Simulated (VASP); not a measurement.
Here is a VASP 6.6.1 calculation.

Contents of INCAR:

```
SYSTEM = NaI
  PREC = Accurate
  ENCUT = 520
  EDIFF = 1E-6
  ISMEAR = -1
  SIGMA = 0.02
  LREAL = .False.
  LASPH = .True.
  NELM = 60
  ALGO = Normal
  ISIF = 2
  LWAVE = .False.
  LCHARG = .False.
  GGA = CA
  NBANDS = 14
```

The input KPOINTS:

```
regular mesh
0
Gamma
  6 6 6
  0 0 0
```

POSCAR

```
NaI
1.0
    3.9162615280      0.0000000000      0.0000000000
    0.0000000000      3.9162615280      0.0000000000
    0.0000000000      0.0000000000      3.9162615280
Na I
1 1
Direct
    0.0000000000      0.0000000000      0.0000000000
    0.5000000000      0.5000000000      0.5000000000
```

Potentials or basis: VASP PAW LDA potentials, release 64 (Na_pv, I).

The run is started by

```bash
$ cat potpaw_LDA.64/Na_pv/POTCAR potpaw_LDA.64/I/POTCAR > POTCAR
$ mpirun -np 1 vasp_std > vasp.out
```

**Question.** What does it give for the pressure?

**Answer.** 0.0 GPa.

**Question.** Estimate the band gap on the k mesh.

**Answer.** 2.19 eV (least direct gap 2.40 eV).

Caveat: the structure was generated, so it needn't be the stable form of NaI; spin-orbit coupling is left out, which moves the levels of the heavy elements. A k mesh can miss the band edges.
